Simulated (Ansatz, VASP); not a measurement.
**One calculation of Si7Ge, two programs**

File INCAR:

```
SYSTEM = Si7Ge
PREC = Accurate
ENCUT = 520
EDIFF = 1E-6
ISMEAR = 0
SIGMA = 0.03
LREAL = Auto
LASPH = .True.
NELM = 60
ALGO = Normal
ISIF = 2
LWAVE = .False.
LCHARG = .False.
GGA = PS
NBANDS = 56
```

The input KPOINTS:

```
regular mesh
0
Gamma
  6 6 6
  0 0 0
```

Contents of POSCAR:

```
Si7Ge
1.0
   -5.4591768537      0.0000000000     -5.4591768537
    0.0000000000     -5.4591768537     -5.4591768537
   -5.4591768537     -5.4591768537      0.0000000000
Si Ge
14 2
Direct
    0.3737011596      0.3737011596      0.3737011596
    0.8737011596      0.8737011596      0.8737011596
    0.5000000000      0.0000000000      0.5000000000
    0.0000000000      0.5000000000      0.0000000000
    0.5000000000      0.5000000000      0.0000000000
    1.0000000000      1.0000000000      0.5000000000
    0.0000000000      0.5000000000      0.5000000000
    0.5000000000      0.0000000000      0.0000000000
    0.8788965212      0.3737011596      0.3737011596
    0.3788965212      0.8737011596      0.8737011596
    0.3737011596      0.3737011596      0.8788965212
    0.8737011596      0.8737011596      0.3788965212
    0.3737011596      0.8788965212      0.3737011596
    0.8737011596      0.3788965212      0.8737011596
    0.5000000000      0.5000000000      0.5000000000
    1.0000000000      1.0000000000      1.0000000000
```

Input for Ansatz:

```yaml
crystal:
  lattice:
    - [-5.4591768537, 0.0, -5.4591768537]
    - [0.0, -5.4591768537, -5.4591768537]
    - [-5.4591768537, -5.4591768537, 0.0]
  atoms:
    - { symbol: Si, position: [0.3737011596, 0.3737011596, 0.3737011596] }
    - { symbol: Si, position: [0.8737011596, 0.8737011596, 0.8737011596] }
    - { symbol: Si, position: [0.5, 0.0, 0.5] }
    - { symbol: Si, position: [0.0, 0.5, 0.0] }
    - { symbol: Si, position: [0.5, 0.5, 0.0] }
    - { symbol: Si, position: [1.0, 1.0, 0.5] }
    - { symbol: Si, position: [0.0, 0.5, 0.5] }
    - { symbol: Si, position: [0.5, 0.0, 0.0] }
    - { symbol: Si, position: [0.8788965212, 0.3737011596, 0.3737011596] }
    - { symbol: Si, position: [0.3788965212, 0.8737011596, 0.8737011596] }
    - { symbol: Si, position: [0.3737011596, 0.3737011596, 0.8788965212] }
    - { symbol: Si, position: [0.8737011596, 0.8737011596, 0.3788965212] }
    - { symbol: Si, position: [0.3737011596, 0.8788965212, 0.3737011596] }
    - { symbol: Si, position: [0.8737011596, 0.3788965212, 0.8737011596] }
    - { symbol: Ge, position: [0.5, 0.5, 0.5] }
    - { symbol: Ge, position: [1.0, 1.0, 1.0] }
basis:
  ecutwfc: 420
kpoints:
  mp_grid: { grid: [6, 6, 6] }
hamiltonian:
  xc: pbesol
scf:
  occupations: { method: gaussian, width: 0.03 }
output:
  forces: true
  stress: true
  eigenvalues: true
```

Alike in both runs: task single point; functional PBEsol; k mesh 6 × 6 × 6; occupations gaussian, width 0.03 eV; no spin polarisation.

```csv
,VASP,Ansatz
version,VASP 6.6.1,Ansatz 0.2.0
potentials or method,"VASP PAW PBE potentials, release 64 (Si, Ge_d), cutoff 520 eV","scalar-relativistic, plane waves, PAW"
valence electrons in the cell,84,84
```

Ansatz gave:

| Quantity | Value |
| --- | --- |
| gap on the k mesh at the Fermi level (eV) | 0.28 |
| least direct gap on the mesh (eV) | 0.28 |
| pressure (GPa) | 0.0 |
| rms of the force components (eV/Å) | 0.000 |

Q: Estimate VASP's values.

A: gap on the k mesh at the Fermi level (eV): 0.27; least direct gap on the mesh (eV): 0.27; pressure (GPa): 0.1; rms of the force components (eV/Å): 0.004.

VASP's potentials were made for PBE, not for PBEsol. Atom by atom the forces differ by 0.004 eV/Å (rms over components).
